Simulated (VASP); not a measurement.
# Zn in VASP: a series of runs

Runs on Zn. Level: r2SCAN. Tasks: single point.

Everything below comes from runs of VASP 6.6.1. Logs are shortened: lines on timing, memory, paths and dates and some standing lists are left out, and cuts for length are marked.

## 1. The cell of the first run

It takes space group Cmcm (No. 63, orthorhombic). The conventional cell has a = 2.569 Å, b = 4.506 Å, c = 5.003 Å, α = 90.00°, β = 90.00°, γ = 90.00°. Within 3.4 Å of Zn (site symmetry m2m) lie 12 Zn at 2.57 to 2.92 Å.

## 2. Single point, r2SCAN (uniaxial strain along a: -1.0 %)

The input, POSCAR:

```
Zn
1.0
    2.5693060867      0.0000000000      0.0000000000
   -1.2846530434      2.2531788404      0.0000000000
    0.0000000000      0.0000000000      5.0031827129
Zn
2
Direct
    0.3333333333      0.6666666667      0.2500000000
    0.6666666667      0.3333333333      0.7500000000
```

The input, INCAR.step1:

```
SYSTEM = Zn
ALGO     = Normal         ! electronic algorithm
EDIFF    = 1E-4           ! SCF threshold, eV
ENCUT    = 520            ! plane-wave cutoff, eV
GGA      = PE             ! functional
ISMEAR   = 0              ! smearing method
LASPH    = .TRUE.         ! aspherical terms in the spheres
LCHARG   = .FALSE.        ! write CHGCAR
LREAL    = .FALSE.        ! projectors in reciprocal space
LWAVE    = .TRUE.         ! write WAVECAR
NBANDS   = 19             ! bands
NELM     = 60             ! most SCF steps
PREC     = Accurate       ! precision mode
SIGMA    = 0.1            ! smearing width, eV
```

The input, INCAR.step2:

```
SYSTEM = Zn
ALGO     = Normal         ! electronic algorithm
EDIFF    = 1E-6           ! SCF threshold, eV
ENCUT    = 520            ! plane-wave cutoff, eV
ISIF     = 2              ! what is computed and relaxed
ISMEAR   = 0              ! smearing method
ISTART   = 1            
LASPH    = .TRUE.         ! aspherical terms in the spheres
LCHARG   = .FALSE.        ! write CHGCAR
LMIXTAU  = .TRUE.       
LREAL    = .FALSE.        ! projectors in reciprocal space
LWAVE    = .FALSE.        ! write WAVECAR
METAGGA  = R2SCAN         ! meta-GGA
NBANDS   = 19             ! bands
NELM     = 60             ! most SCF steps
PREC     = Accurate       ! precision mode
SIGMA    = 0.1            ! smearing width, eV
```

The input, KPOINTS:

```
k-points
0
G
  24 24 10
  0 0 0
```

Potentials or basis: VASP PAW PBE potentials, release 64 (Zn).

Started as:

```console
$ cat potpaw_PBE.64/Zn/POTCAR > POTCAR
$ cp INCAR.step1 INCAR
$ mpirun -np 1 vasp_std > vasp.out
$ cp INCAR.step2 INCAR
$ mpirun -np 1 vasp_std > vasp.out
```

OUTCAR:

```text
SYSTEM = Zn
   EDIFF = 1E-6
   ENCUT = 520
   ISIF = 2
   ISMEAR = 0
   ISTART = 1
   LASPH = .TRUE.
   LREAL = .FALSE.
   METAGGA = R2SCAN
   NELM = 60
   PREC = Accurate

 ion  position               nearest neighbor table
   1  0.333  0.667  0.250-   2 2.91   2 2.91   2 2.91   2 2.91   2 2.92   2 2.92
   2  0.667  0.333  0.750-   1 2.91   1 2.91   1 2.91   1 2.91   1 2.92   1 2.92

  LATTYP: Found a base centered orthorhombic cell.
 ALAT       =     2.5693060867
 B/A-ratio  =     1.7539201359
 C/A-ratio  =     1.9472894798

  Lattice vectors:

 A1 = (   1.2846530434,  -2.2531788404,   0.0000000000)
 A2 = (   1.2846530433,   2.2531788404,   0.0000000000)
 A3 = (   0.0000000000,   0.0000000000,   5.0031827129)

Analysis of symmetry for initial positions (statically):
=====================================================================
 Subroutine PRICEL returns:
 Original cell was already a primitive cell.

 Routine SETGRP: Setting up the symmetry group for a
 base centered orthorhombic supercell.

 Subroutine GETGRP returns: Found  8 space group operations
 (whereof  4 operations were pure point group operations)
 out of a pool of  8 trial point group operations.

The static configuration has the point symmetry C_2h.
 The point group associated with its full space group is D_2h.

Analysis of symmetry for dynamics (positions and initial velocities):
=====================================================================
 Subroutine PRICEL returns:
 Original cell was already a primitive cell.

 Routine SETGRP: Setting up the symmetry group for a
 base centered orthorhombic supercell.

 Subroutine GETGRP returns: Found  8 space group operations
 (whereof  4 operations were pure point group operations)
 out of a pool of  8 trial point group operations.

The dynamic configuration has the point symmetry C_2h.
 The point group associated with its full space group is D_2h.

 Subroutine INISYM returns: Found  8 space group operations
 (whereof  4 operations are pure point group operations),
 and found     1 'primitive' translations

----------------------------------------------------------------------------------------

                                     Primitive cell

  volume of cell :      28.9640

  direct lattice vectors                    reciprocal lattice vectors
     2.569306087  0.000000000  0.000000000     0.389210147  0.221908706  0.000000000
    -1.284653043  2.253178840  0.000000000     0.000000000  0.443817411  0.000000000
     0.000000000  0.000000000  5.003182713     0.000000000  0.000000000  0.199872772

  length of vectors
     2.569306087  2.593674677  5.003182713     0.448026799  0.443817411  0.199872772

  position of ions in fractional coordinates (direct lattice)
     0.333333333  0.666666667  0.250000000
     0.666666667  0.333333333  0.750000000

  ion indices of the primitive-cell ions
   primitive index   ion index
                 1           1
                 2           2

----------------------------------------------------------------------------------------

 KPOINTS: k-points

Automatic generation of k-mesh.
 Grid dimensions read from file:
 generate k-points for:   24   24   10

 Generating k-lattice:

  Cartesian coordinates                     Fractional coordinates (reciprocal lattice)
     0.016217089  0.009246196  0.000000000     0.041666667 -0.000000000  0.000000000
     0.000000000  0.018492392  0.000000000     0.000000000  0.041666667  0.000000000
     0.000000000  0.000000000  0.019987277     0.000000000  0.000000000  0.100000000

  Length of vectors
     0.018667783  0.018492392  0.019987277

  Shift w.r.t. Gamma in fractional coordinates (k-lattice)
     0.000000000  0.000000000  0.000000000

 Subroutine IBZKPT returns following result:
 ===========================================

 Found    942 irreducible k-points:

 Following reciprocal coordinates:
            Coordinates               Weight
  0.000000  0.000000  0.000000      1.000000
  0.041667  0.000000  0.000000      4.000000
  0.083333 -0.000000  0.000000      4.000000
  0.125000 -0.000000  0.000000      4.000000
  0.166667 -0.000000  0.000000      4.000000
  0.208333 -0.000000  0.000000      4.000000
[... 16 lines left out ...]
  0.375000  0.041667  0.000000      4.000000
  0.416667  0.041667  0.000000      4.000000
 [... further k-points ...]
   k-points           NKPTS =    942   k-points in BZ     NKDIM =    942   number of bands    NBANDS=     19
   number of dos      NEDOS =    301   number of ions     NIONS =      2
   total plane-waves  NPLWV =  16000
   dimension x,y,z NGX =    20 NGY =   20 NGZ =   40
   dimension x,y,z NGXF=    40 NGYF=   40 NGZF=   80
   ions per type =               2
   NGX,Y,Z   is equivalent  to a cutoff of  12.94, 12.82, 13.29 a.u.
   NGXF,Y,Z  is equivalent  to a cutoff of  25.88, 25.64, 26.58 a.u.
 SYSTEM =  Zn
   PREC   = accura    normal or accurate (medium, high low for compatibility)
   ISTART =      1    job   : 0-new  1-cont  2-samecut
   ICHARG =      0    charge: 1-file 2-atom 10-const
   ISPIN  =      1    spin polarized calculation?
   LNONCOLLINEAR =      F non collinear calculations
   LSORBIT =      F    spin-orbit coupling
   LASPH  =      T    aspherical Exc in radial PAW
   ENCUT  =  520.0 eV  38.22 Ry    6.18 a.u.   4.78  4.82  9.30*2*pi/ulx,y,z
   NELM   =     60;   NELMIN=  2; NELMDL=  0     # of ELM steps
   EDIFF  = 0.1E-05   stopping-criterion for ELM
   LREAL  =      F    real-space projection
[... 7 lines left out ...]
   TEBEG  =    0.0;   TEEND  =   0.0 temperature during run
   PSTRESS=    0.0 pullay stress
   NELECT =      24.0000    total number of electrons
   NUPDOWN=      -1.0000    fix difference up-down
   EMIN   =  10.00;   EMAX   =-10.00  energy-range for DOS
   EFERMI =   0.00;   METHOD = LEGACY
   ISMEAR =     0;   SIGMA  =   0.10  broadening in eV -4-tet -1-fermi 0-gaus
   EFERMI_NEDOS =   21; number of points for ismear=-14 and -15
   IALGO  =     38    algorithm
   IMIX   =      4    mixing-type and parameters
     AMIX     =   0.40;   BMIX     =  1.00
     AMIX_MAG =   1.60;   BMIX_MAG =  1.00
  volume/ion in A,a.u.               =      14.48        97.73
  Fermi-wavevector in a.u.,A,eV,Ry     =   1.537656  2.905749 32.169439  2.364387
  Thomas-Fermi vector in A             =   2.644134
   LORBIT       =      0    0 simple, 1 ext, 2 COOP (PROOUT), +10 PAW based schemes
   METAGGA = R2SCAN    functional components
   LHFCALC =     F    Hartree Fock is set to
   AEXX    =    0.0000 exact exchange contribution
   IVDW    =     0    specifies the selected vdW correction
   LEPSILON=     F    determine dielectric tensor
   LRPA    =     F    only Hartree local field effects (RPA)
 non-spin polarized calculation
 Gauss-broadening in eV      SIGMA  =   0.10
  energy-cutoff  :      520.00
  volume of cell :       28.96
 maximum number of plane-waves:       801
   NGX =  9   NGY =  9   NGZ = 19

 number of electron      24.0000024 magnetization

 Free energy of the ion-electron system (eV)
  ---------------------------------------------------
  ext. energy  EPLUGINS =         0.00000000
  ---------------------------------------------------
  free energy    TOTEN  =       -17.79885432 eV

  energy without entropy =      -17.79749611  energy(sigma->0) =      -17.79817522

 E-fermi :   3.2016     XC(G=0): -12.9036

 val. band max:        3.2013266555   @ k =   0.2917   0.0417   0.0000
 cond. band min:       3.2027380587   @ k =   0.1667  -0.0000   0.2000
 fundamental gap:      0.0014114032
 Fermi energy:         3.2015762635

 k-point     1 :       0.0000    0.0000    0.0000
  band No.  band energies     occupation
      1      -7.9481      2.00000
      2      -5.9860      2.00000
      3      -5.1300      2.00000
      4      -4.8447      2.00000
      5      -4.7973      2.00000
      6      -4.7819      2.00000
[... 11 lines left out ...]
     18      24.5638      0.00000
     19      24.6313      0.00000

 k-point     2 :       0.0417    0.0000    0.0000
  band No.  band energies     occupation
      1      -7.8898      2.00000
      2      -5.9570      2.00000
      3      -5.1223      2.00000
      4      -4.8370      2.00000
      5      -4.7901      2.00000
      6      -4.7830      2.00000
[... 11 lines left out ...]
     18      23.7336      0.00000
     19      25.3801      0.00000

 k-point     3 :       0.0833   -0.0000    0.0000
  band No.  band energies     occupation
      1      -7.7162      2.00000
      2      -5.8741      2.00000
      3      -5.1006      2.00000
      4      -4.8369      2.00000
      5      -4.7909      2.00000
      6      -4.7615      2.00000
[... 11 lines left out ...]
     18      22.9890      0.00000
     19      25.5726      0.00000

 k-point     4 :       0.1250   -0.0000    0.0000
  band No.  band energies     occupation
      1      -7.4313      2.00000
      2      -5.7497      2.00000
      3      -5.0712      2.00000
      4      -4.8599      2.00000
      5      -4.8085      2.00000
      6      -4.6985      2.00000
[... 11 lines left out ...]
     18      22.1395      0.00000
     19      24.0131      0.00000

 k-point     5 :       0.1667   -0.0000    0.0000
  band No.  band energies     occupation
      1      -7.0446      2.00000
      2      -5.6086      2.00000
      3      -5.0441      2.00000
      4      -4.8902      2.00000
      5      -4.8015      2.00000
      6      -4.6657      2.00000
[... 11 lines left out ...]
     18      21.1093      0.00000
     19      22.2326      0.00000

 k-point     6 :       0.2083   -0.0000    0.0000
  band No.  band energies     occupation
      1      -6.5803      2.00000
      2      -5.4937      2.00000
      3      -5.0132      2.00000
      4      -4.9096      2.00000
      5      -4.8264      2.00000
      6      -4.7330      2.00000
[... 11 lines left out ...]
     18      20.3828      0.00000
     19      20.6527      0.00000

 k-point     7 :       0.2500   -0.0000    0.0000
  band No.  band energies     occupation
      1      -6.1052      2.00000
      2      -5.4495      2.00000
      3      -4.9734      2.00000
      4      -4.9585      2.00000
      5      -4.8645      2.00000
      6      -4.6021      2.00000
[... 11 lines left out ...]
     18      19.6170      0.00000
     19      20.3209      0.00000

 k-point     8 :       0.2917    0.0000    0.0000
  band No.  band energies     occupation
      1      -5.7674      2.00000
      2      -5.4679      2.00000
      3      -5.0999      2.00000
      4      -4.8844      2.00000
      5      -4.7195      2.00000
      6      -4.6762      2.00000
[... 256 lines left out ...]
 k-point    20 :       0.2500    0.0417    0.0000
  band No.  band energies     occupation
      1      -5.8766      2.00000
      2      -5.4357      2.00000
      3      -5.0392      2.00000
      4      -4.9237      2.00000
      5      -4.8340      2.00000
      6      -4.6469      2.00000
[... 11 lines left out ...]
     18      19.8591      0.00000
     19      20.9972      0.00000

 k-point    21 :       0.2917    0.0417    0.0000
  band No.  band energies     occupation
      1      -5.6568      2.00000
      2      -5.4707      2.00000
      3      -5.1519      2.00000
      4      -4.8407      2.00000
      5      -4.7140      2.00000
      6      -4.6670      2.00000
[... 11 lines left out ...]
     18      20.6113      0.00000
     19      20.6888      0.00000

 k-point    22 :       0.3333    0.0417    0.0000
  band No.  band energies     occupation
      1      -5.6130      2.00000
      2      -5.5129      2.00000
      3      -5.2414      2.00000
      4      -4.7749      2.00000
      5      -4.7600      2.00000
      6      -4.5621      2.00000
[... 11 lines left out ...]
     18      20.3806      0.00000
     19      20.5615      0.00000

 k-point    23 :       0.3750    0.0417    0.0000
  band No.  band energies     occupation
      1      -5.6327      2.00000
      2      -5.5484      2.00000
      3      -5.3077      2.00000
      4      -4.8252      2.00000
      5      -4.6944      2.00000
      6      -4.5859      2.00000
[... 11 lines left out ...]
     18      20.0732      0.00000
     19      20.2473      0.00000

 k-point    24 :       0.4167    0.0417    0.0000
  band No.  band energies     occupation
      1      -5.6603      2.00000
      2      -5.5752      2.00000
      3      -5.3514      2.00000
      4      -4.8614      2.00000
      5      -4.6482      2.00000
      6      -4.6020      2.00000
[... 11 lines left out ...]
     18      19.8276      0.00000
     19      20.0656      0.00000

 [... further k-points ...]

------------------------ aborting loop because EDIFF is reached ----------------------------------------

  FORCE on cell =-STRESS in cart. coord.  units (eV):
  Direction    XX          YY          ZZ          XY          YZ          ZX
  --------------------------------------------------------------------------------------
  -------------------------------------------------------------------------------------
  Total        0.5677876      0.1190401      0.0065647     -0.0000000      0.0000000      0.0000000
  in kB       31.4078807      6.5848508      0.3631348     -0.0000000      0.0000000      0.0000000
  external PRESSURE =      12.7852887 kB  Pullay stress =       0.0000000 kB

 VOLUME and BASIS-vectors are now :
 -----------------------------------------------------------------------------
  energy-cutoff  :      520.00
  volume of cell :       28.96
      direct lattice vectors                 reciprocal lattice vectors
     2.569306087  0.000000000  0.000000000     0.389210147  0.221908706  0.000000000
    -1.284653043  2.253178840  0.000000000     0.000000000  0.443817411  0.000000000
     0.000000000  0.000000000  5.003182713     0.000000000  0.000000000  0.199872772

 POSITION                                       TOTAL-FORCE (eV/Angst)
 -----------------------------------------------------------------------------------
     -0.00000      1.50212      1.25080         0.000000     -0.004796      0.000000
      1.28465      0.75106      3.75239        -0.000000      0.004796      0.000000
 -----------------------------------------------------------------------------------
    total drift:                               -0.000000      0.000000     -0.000000

  FREE ENERGIE OF THE ION-ELECTRON SYSTEM (eV)
  ---------------------------------------------------
  free  energy   TOTEN  =       -17.7988543169 eV

  energy  without entropy=      -17.7974961136  energy(sigma->0) =      -17.79817522
```

It took 11 min on 1 thread of Intel Xeon 6975P-C (Granite Rapids), shared host; peak memory 0.49 GiB.

Results:

| Quantity | Value |
| --- | --- |
| Free energy | -17.7989 eV |
| Pressure | 1.3 GPa |
| Largest force | 0.005 eV/Å |
| Band gap on the k mesh | zero (bands 12 and 13 overlap by 5.22 eV) |

Forces in eV/Å, atoms in the order of the input:
```
Zn   0.000 -0.005  0.000
Zn   0.000  0.005  0.000
```

Stress tensor (GPa, compression positive):
```
3.14 0.00 0.00
0.00 0.66 0.00
0.00 0.00 0.04
```

Caveat: the cell differs from its parent crystal (uniaxial strain along a: -1.0 %); the PAW data sets were made with another functional, which shifts forces and pressure a little.

[end of part 1 of 3]
